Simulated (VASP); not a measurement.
**Tc3N: single point with LDA**

The system is Tc3N.

```
Tc N
1.0
     2.79779    0.00000    0.00000
    -1.39890    2.42296    0.00000
     0.00000    0.00000    7.03934
Tc N
3 1
Cartesian
  0.0000 1.6153 3.5197
  0.0000 0.0000 5.6549
  0.0000 0.0000 1.3845
  0.0000 1.6153 0.0000
```

```json
{"Program": "VASP 6.6.1", "Task": "single point", "Functional": "LDA", "Potentials or basis": "VASP PAW LDA potentials, release 64 (Tc_pv, N)", "Cutoff": "520 eV", "k mesh": "9 × 9 × 4", "Occupations": "gaussian, width 0.1 eV", "Spin": "no spin polarisation", "Dipole correction": "no", "Further INCAR settings": "ALGO = Normal; EDIFF = 1e-06; NBANDS = 30"}
```

```yaml
Pressure: -11.8 GPa
Largest_force: 0.330 eV/Å
Band_gap_on_the_k_mesh: zero (band 22 reaches 14.32 eV, above the bottom of band 23 at 11.56 eV)
```

Forces on the atoms (eV/Å):
```
Tc   0.000  0.000  0.000
Tc   0.000  0.000  0.330
Tc   0.000  0.000 -0.330
N    0.000  0.000  0.000
```

Stress tensor (GPa, compression positive):
```
-11.64   0.00   0.00
  0.00 -11.64   0.00
  0.00   0.00 -12.25
```

Levels at points of the mesh, in eV from the Fermi level:
| k point | band 20 | band 21 | band 22 | band 23 | band 24 | band 25 |
| --- | --- | --- | --- | --- | --- | --- |
| (0.00, 0.00, 0.00) | -1.82 | -0.85 | -0.85 | -0.78 | -0.29 | -0.24 |
| (0.00, 0.00, 0.50) | -1.86 | -1.58 | -1.58 | -1.26 | -0.36 | 1.12 |

Run time: 92 s on 1 thread of AMD EPYC 7R13, on a shared host, peak memory 0.15 GiB.
